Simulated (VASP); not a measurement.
Wanted: the native input for a VASP 6.6.1 run.

```
Task                   : single point
Functional             : PBE
Potentials or basis    : VASP PAW PBE potentials, release 64 (Zn)
Cutoff                 : 520 eV
k mesh                 : 19 × 19 × 19
Occupations            : fermi-dirac, width 0.1 eV
Spin                   : no spin polarisation
Dipole correction      : no
Further INCAR settings : ALGO = Normal; EDIFF = 1e-07; NBANDS = 12
```

The structure of Zn lies in POSCAR:

```
Zn
1.0
   -1.5674237287      1.5674237287      1.5674237287
    1.5674237287     -1.5674237287      1.5674237287
    1.5674237287      1.5674237287     -1.5674237287
Zn
1
Direct
    0.0000000000      0.0000000000      0.0000000000
```

These files were run (other wordings do the same):

INCAR

```
PREC     = Accurate       # precision mode
ENCUT    = 520            # plane-wave cutoff, eV
EDIFF    = 1E-7           # SCF threshold, eV
ISMEAR   = -1             # smearing method
SIGMA    = 0.1            # smearing width, eV
LREAL    = F              # projectors in reciprocal space
LASPH    = T              # aspherical terms in the spheres
NELM     = 60             # most SCF steps
ALGO     = Normal         # electronic algorithm
ISIF     = 2              # what is computed and relaxed
LWAVE    = F              # write WAVECAR
LCHARG   = F              # write CHGCAR
GGA      = PE             # functional
NBANDS   = 12             # bands
```

KPOINTS

```
Automatic mesh
0
Gamma
  19 19 19
```

Potentials or basis: VASP PAW PBE potentials, release 64 (Zn).

The run is started by

```bash
$ cat potpaw_PBE.64/Zn/POTCAR > POTCAR
$ mpirun -np 1 vasp_std > vasp.out
```

Results of the run:

The pressure is 0.3 GPa and the band gap on the k mesh is zero (band 6 reaches 6.80 eV, above the bottom of band 7 at 2.16 eV).

It took 28 s on 1 thread of Intel Xeon 6975P-C (shared host), peak memory 0.15 GiB.
